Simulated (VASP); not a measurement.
# ScSi2 (P6/mmm) in VASP: notebook

The runs below take ScSi2 through electric field gradients, with PBEsol.

Program: VASP 6.6.1. These are calculated values, not measurements. Logs are shortened: lines on timing, memory, paths and dates and some standing lists are left out, and cuts for length are marked.

## Step 1: The cell of the first run

Symmetry: P6/mmm, No. 191, hexagonal system. Conventional cell: a = 3.660 Å, b = 3.660 Å, c = 3.947 Å, α = 90.00°, β = 90.00°, γ = 120.00°. Sc (site symmetry 6/mmm) has 12 Si at 2.89 Å and 6 Sc at 3.66 Å within 3.8 Å. Within 2.8 Å of Si (site symmetry -6m2) lie 3 Si at 2.11 Å.

## Step 2: Electric field gradients, PBEsol (zz strain of +2 %)

INCAR reads:

```
SYSTEM = ScSi2
  PREC = Accurate
  ENCUT = 520
  EDIFF = 1E-8
  ISMEAR = -1
  SIGMA = 0.05
  LREAL = .FALSE.
  LASPH = .TRUE.
  NELM = 60
  ALGO = Normal
  ISIF = 2
  LWAVE = .FALSE.
  LCHARG = .FALSE.
  GGA = PS
  LEFG = .TRUE.
  NBANDS = 16
```

KPOINTS reads:

```
regular mesh
0
G
  13 13 11
  0 0 0
```

POSCAR reads:

```
ScSi2
1.0
    3.6599987106      0.0000000000      0.0000000000
   -1.8299993553      3.1696518612      0.0000000000
    0.0000000000      0.0000000000      3.9474000000
Sc Si
1 2
Direct
    0.0000000000      0.0000000000      0.0000000000
    0.3333333333      0.6666666667      0.5000000000
    0.6666666667      0.3333333333      0.5000000000
```

Potentials or basis: VASP PAW PBE potentials, release 64 (Sc_sv, Si).

Started as:

```console
$ cat potpaw_PBE.64/Sc_sv/POTCAR potpaw_PBE.64/Si/POTCAR > POTCAR
$ mpirun -np 1 vasp_std > vasp.out
```

OUTCAR:

```text
SYSTEM = ScSi2
   PREC = Accurate
   ENCUT = 520
   EDIFF = 1E-8
   ISMEAR = -1
   LREAL = .FALSE.
   LASPH = .TRUE.
   NELM = 60
   ISIF = 2
   GGA = PS

 ion  position               nearest neighbor table
   1  0.000  0.000  0.000-   2 2.89   3 2.89   2 2.89   3 2.89   3 2.89   3 2.89   2 2.89   2 2.89
                             3 2.89   3 2.89   2 2.89   2 2.89
   2  0.333  0.667  0.500-   3 2.11   3 2.11   3 2.11   1 2.89   1 2.89   1 2.89   1 2.89   1 2.89
                             1 2.89
   3  0.667  0.333  0.500-   2 2.11   2 2.11   2 2.11   1 2.89   1 2.89   1 2.89   1 2.89   1 2.89
                             1 2.89

  LATTYP: Found a hexagonal cell.
 ALAT       =     3.6599987106
 C/A-ratio  =     1.0785249701

  Lattice vectors:

 A1 = (   3.6599987106,   0.0000000000,   0.0000000000)
 A2 = (  -1.8299993553,   3.1696518612,   0.0000000000)
 A3 = (   0.0000000000,   0.0000000000,   3.9474000000)

Analysis of symmetry for initial positions (statically):
=====================================================================
 Subroutine PRICEL returns:
 Original cell was already a primitive cell.

 Routine SETGRP: Setting up the symmetry group for a
 hexagonal supercell.

 Subroutine GETGRP returns: Found 24 space group operations
 (whereof 24 operations were pure point group operations)
 out of a pool of 24 trial point group operations.

The static configuration has the point symmetry D_6h.

Analysis of symmetry for dynamics (positions and initial velocities):
=====================================================================
 Subroutine PRICEL returns:
 Original cell was already a primitive cell.

 Routine SETGRP: Setting up the symmetry group for a
 hexagonal supercell.

 Subroutine GETGRP returns: Found 24 space group operations
 (whereof 24 operations were pure point group operations)
 out of a pool of 24 trial point group operations.

The dynamic configuration has the point symmetry D_6h.

 Subroutine INISYM returns: Found 24 space group operations
 (whereof 24 operations are pure point group operations),
 and found     1 'primitive' translations

----------------------------------------------------------------------------------------

                                     Primitive cell

  volume of cell :      45.7935

  direct lattice vectors                    reciprocal lattice vectors
     3.659998711  0.000000000  0.000000000     0.273224140  0.157746031  0.000000000
    -1.829999355  3.169651861  0.000000000     0.000000000  0.315492062  0.000000000
     0.000000000  0.000000000  3.947400000     0.000000000  0.000000000  0.253331307

  length of vectors
     3.659998711  3.659998711  3.947400000     0.315492062  0.315492062  0.253331307

  position of ions in fractional coordinates (direct lattice)
     0.000000000  0.000000000  0.000000000
     0.333333333  0.666666667  0.500000000
     0.666666667  0.333333333  0.500000000

  ion indices of the primitive-cell ions
   primitive index   ion index
                 1           1
                 2           2
                 3           3

----------------------------------------------------------------------------------------

 KPOINTS: regular mesh

Automatic generation of k-mesh.
 Grid dimensions read from file:
 generate k-points for:   13   13   11

 Generating k-lattice:

  Cartesian coordinates                     Fractional coordinates (reciprocal lattice)
     0.021017242  0.012134310  0.000000000     0.076923077 -0.000000000  0.000000000
     0.000000000  0.024268620  0.000000000     0.000000000  0.076923077  0.000000000
     0.000000000  0.000000000  0.023030119     0.000000000  0.000000000  0.090909091

  Length of vectors
     0.024268620  0.024268620  0.023030119

  Shift w.r.t. Gamma in fractional coordinates (k-lattice)
     0.000000000  0.000000000  0.000000000

 Subroutine IBZKPT returns following result:
 ===========================================

 Found    126 irreducible k-points:

 Following reciprocal coordinates:
            Coordinates               Weight
  0.000000  0.000000  0.000000      1.000000
  0.076923  0.000000  0.000000      6.000000
  0.153846  0.000000  0.000000      6.000000
  0.230769  0.000000  0.000000      6.000000
  0.307692  0.000000  0.000000      6.000000
  0.384615 -0.000000  0.000000      6.000000
[... 16 lines left out ...]
  0.076923  0.000000  0.090909     12.000000
  0.153846  0.000000  0.090909     12.000000
 [... further k-points ...]
   k-points           NKPTS =    126   k-points in BZ     NKDIM =    126   number of bands    NBANDS=     16
   number of dos      NEDOS =    301   number of ions     NIONS =      3
   total plane-waves  NPLWV =  23520
   dimension x,y,z NGX =    28 NGY =   28 NGZ =   30
   dimension x,y,z NGXF=    56 NGYF=   56 NGZF=   60
   ions per type =               1   2
   NGX,Y,Z   is equivalent  to a cutoff of  12.72, 12.72, 12.63 a.u.
   NGXF,Y,Z  is equivalent  to a cutoff of  25.44, 25.44, 25.27 a.u.
 SYSTEM =  ScSi2
   PREC   = accura    normal or accurate (medium, high low for compatibility)
   ISTART =      0    job   : 0-new  1-cont  2-samecut
   ICHARG =      2    charge: 1-file 2-atom 10-const
   ISPIN  =      1    spin polarized calculation?
   LNONCOLLINEAR =      F non collinear calculations
   LSORBIT =      F    spin-orbit coupling
   LASPH  =      T    aspherical Exc in radial PAW
   ENCUT  =  520.0 eV  38.22 Ry    6.18 a.u.   6.81  6.81  7.34*2*pi/ulx,y,z
   NELM   =     60;   NELMIN=  2; NELMDL= -5     # of ELM steps
   EDIFF  = 0.1E-07   stopping-criterion for ELM
   LREAL  =      F    real-space projection
   EDIFFG = 0.1E-06   stopping-criterion for IOM
   NSW    =      0    number of steps for IOM
   IBRION =     -1    ionic relax: 0-MD 1-quasi-New 2-CG
   NFREE  =      0    steps in history (QN), initial steepest desc. (CG)
   ISIF   =      2    stress and relaxation
   ISYM   =      2    0-nonsym 1-usesym 2-fastsym
   POTIM  = 0.5000    time-step for ionic-motion
   TEBEG  =    0.0;   TEEND  =   0.0 temperature during run
   PSTRESS=    0.0 pullay stress
   NELECT =      19.0000    total number of electrons
   NUPDOWN=      -1.0000    fix difference up-down
   EMIN   =  10.00;   EMAX   =-10.00  energy-range for DOS
   EFERMI =   0.00;   METHOD = LEGACY
   ISMEAR =    -1;   SIGMA  =   0.05  broadening in eV -4-tet -1-fermi 0-gaus
   EFERMI_NEDOS =   21; number of points for ismear=-14 and -15
   IALGO  =     38    algorithm
   IMIX   =      4    mixing-type and parameters
     AMIX     =   0.40;   BMIX     =  1.00
     AMIX_MAG =   1.60;   BMIX_MAG =  1.00
  volume/ion in A,a.u.               =      15.26       103.01
  Fermi-wavevector in a.u.,A,eV,Ry     =   1.221026  2.307404 20.284979  1.490904
  Thomas-Fermi vector in A             =   2.356223
   LORBIT       =      0    0 simple, 1 ext, 2 COOP (PROOUT), +10 PAW based schemes
   GGA     = PS    functional components
   LHFCALC =     F    Hartree Fock is set to
   AEXX    =    0.0000 exact exchange contribution
   IVDW    =     0    specifies the selected vdW correction
   LEPSILON=     F    determine dielectric tensor
   LRPA    =     F    only Hartree local field effects (RPA)
 non-spin polarized calculation
  energy-cutoff  :      520.00
  volume of cell :       45.79
 maximum number of plane-waves:      1251
 NGX is ok and might be reduce to    28
   NGX = 13   NGY = 13   NGZ = 15

 number of electron      19.0000004 magnetization

 Free energy of the ion-electron system (eV)
  ---------------------------------------------------
  ext. energy  EPLUGINS =         0.00000000
  ---------------------------------------------------
  free energy    TOTEN  =       -18.66354262 eV

  energy without entropy =      -18.64800730  energy(sigma->0) =      -18.65577496

 E-fermi :   8.9288     XC(G=0): -11.2442

 val. band max:        8.9241683187   @ k =   0.3846   0.1538   0.1818
 cond. band min:       8.9814468287   @ k =   0.3077   0.2308   0.0909
 fundamental gap:      0.0572785100
 Fermi energy:         8.9288043610

 k-point     1 :       0.0000    0.0000    0.0000
  band No.  band energies     occupation
      1     -40.5123      2.00000
      2     -19.3022      2.00000
      3     -19.2289      2.00000
      4     -19.2289      2.00000
      5      -4.8459      2.00000
      6       5.2211      2.00000
[... 8 lines left out ...]
     15      11.4413      0.00000
     16      11.4413      0.00000

 k-point     2 :       0.0769    0.0000    0.0000
  band No.  band energies     occupation
      1     -40.5116      2.00000
      2     -19.3010      2.00000
      3     -19.2362      2.00000
      4     -19.2305      2.00000
      5      -4.7599      2.00000
      6       5.1163      2.00000
[... 8 lines left out ...]
     15      11.5093      0.00000
     16      11.6617      0.00000

 k-point     3 :       0.1538    0.0000    0.0000
  band No.  band energies     occupation
      1     -40.5099      2.00000
      2     -19.2977      2.00000
      3     -19.2564      2.00000
      4     -19.2352      2.00000
      5      -4.5040      2.00000
      6       4.0446      2.00000
[... 8 lines left out ...]
     15      11.9373      0.00000
     16      12.2918      0.00000

 k-point     4 :       0.2308    0.0000    0.0000
  band No.  band energies     occupation
      1     -40.5075      2.00000
      2     -19.2931      2.00000
      3     -19.2848      2.00000
      4     -19.2417      2.00000
      5      -4.0847      2.00000
      6       2.8023      2.00000
[... 8 lines left out ...]
     15      13.2579      0.00000
     16      13.2768      0.00000
[... 324 lines left out ...]
 k-point    22 :       0.0000    0.0000    0.0909
  band No.  band energies     occupation
      1     -40.5121      2.00000
      2     -19.3072      2.00000
      3     -19.2285      2.00000
      4     -19.2285      2.00000
      5      -4.7912      2.00000
      6       4.6295      2.00000
[... 8 lines left out ...]
     15      11.2500      0.00000
     16      11.2500      0.00000

 k-point    23 :       0.0769    0.0000    0.0909
  band No.  band energies     occupation
      1     -40.5115      2.00000
      2     -19.3060      2.00000
      3     -19.2358      2.00000
      4     -19.2302      2.00000
      5      -4.7062      2.00000
      6       4.6693      2.00000
[... 8 lines left out ...]
     15      11.3146      0.00000
     16      11.5472      0.00000

 k-point    24 :       0.1538    0.0000    0.0909
  band No.  band energies     occupation
      1     -40.5098      2.00000
      2     -19.3025      2.00000
      3     -19.2559      2.00000
      4     -19.2348      2.00000
      5      -4.4536      2.00000
      6       4.0742      2.00000
[... 8 lines left out ...]
     15      12.0062      0.00000
     16      12.1894      0.00000

 [... further k-points ...]

------------------------ aborting loop because EDIFF is reached ----------------------------------------

  FORCE on cell =-STRESS in cart. coord.  units (eV):
  Direction    XX          YY          ZZ          XY          YZ          ZX
  --------------------------------------------------------------------------------------
  -------------------------------------------------------------------------------------
  Total        9.3280369      9.3280369     -1.5837723      0.0000000     -0.0000000     -0.0000000
  in kB      326.3602104    326.3602104    -55.4114717      0.0000000     -0.0000000     -0.0000000
  external PRESSURE =     199.1029830 kB  Pullay stress =       0.0000000 kB

 VOLUME and BASIS-vectors are now :
 -----------------------------------------------------------------------------
  energy-cutoff  :      520.00
  volume of cell :       45.79
      direct lattice vectors                 reciprocal lattice vectors
     3.659998711  0.000000000  0.000000000     0.273224140  0.157746031  0.000000000
    -1.829999355  3.169651861  0.000000000     0.000000000  0.315492062  0.000000000
     0.000000000  0.000000000  3.947400000     0.000000000  0.000000000  0.253331307

 POSITION                                       TOTAL-FORCE (eV/Angst)
 -----------------------------------------------------------------------------------
      0.00000      0.00000      0.00000        -0.000000      0.000000     -0.000000
     -0.00000      2.11310      1.97370         0.000000     -0.000000     -0.000000
      1.83000      1.05655      1.97370        -0.000000      0.000000      0.000000
 -----------------------------------------------------------------------------------
    total drift:                               -0.000000      0.000000      0.000000

  FREE ENERGIE OF THE ION-ELECTRON SYSTEM (eV)
  ---------------------------------------------------
  free  energy   TOTEN  =       -18.6635426169 eV

  energy  without entropy=      -18.6480073048  energy(sigma->0) =      -18.65577496

 Electric field gradients (V/A^2)
---------------------------------------------------------------------
 ion       V_xx      V_yy      V_zz      V_xy      V_xz      V_yz
---------------------------------------------------------------------
   1       1.856     1.855    -3.711    -0.001    -0.000    -0.000
   2      -8.795    -8.795    17.590     0.000     0.000     0.000
   3      -8.795    -8.795    17.590     0.000     0.000     0.000
---------------------------------------------------------------------

 Electric field gradients after diagonalization (V/A^2)
 (convention: |V_zz| > |V_xx| > |V_yy|)
----------------------------------------------------------------------
 ion       V_xx      V_yy      V_zz     asymmetry (V_yy - V_xx)/ V_zz
----------------------------------------------------------------------
   1       1.857     1.854    -3.711       0.001
   2      -8.795    -8.795    17.590       0.000
   3      -8.795    -8.795    17.590       0.000
----------------------------------------------------------------------

           NMR quadrupolar parameters

 Cq : quadrupolar parameter    Cq=e*Q*V_zz/h
 eta: asymmetry parameters     (V_yy - V_xx)/ V_zz
 Q  : nuclear electric quadrupole moment in mb (millibarn)
----------------------------------------------------------------------
 ion       Cq(MHz)       eta       Q (mb)
----------------------------------------------------------------------
   1      -0.009       0.001       1.000
   2       0.043       0.000       1.000
   3       0.043       0.000       1.000
----------------------------------------------------------------------
```

Wall time 90 s (1 thread of Intel Xeon Platinum 8259CL at 2.50GHz (Skylake/Cascade Lake), shared host); peak memory 0.22 GiB.

What came out:

- Free energy: -18.6635 eV
- Pressure: 19.9 GPa

Stress tensor (GPa, compression positive):
```
32.64  0.00  0.00
 0.00 32.64  0.00
 0.00  0.00 -5.54
```

Levels at points of the mesh, in eV from the Fermi level:
```
           k point  band 7  band 8  band 9  band 10  band 11  band 12  band 13  band 14
(0.00, 0.00, 0.00)   -3.33   -3.33   -2.12     1.14     1.14     1.31     1.60     1.60
```

Electric field gradients, principal values (V/Å²):
```
atom   least  middle  greatest (by size)
1 Sc   1.854   1.857              -3.711
2 Si  -8.795  -8.795              17.590
3 Si  -8.795  -8.795              17.590
```

Caveat: the cell differs from its parent crystal (zz strain of +2 %); without QUAD_EFG the Cq values of the log hold for a quadrupole moment of 1 mb, not for the nuclei; the PAW data sets were made with another functional, which shifts forces and pressure a little.

[end of part 1 of 2]
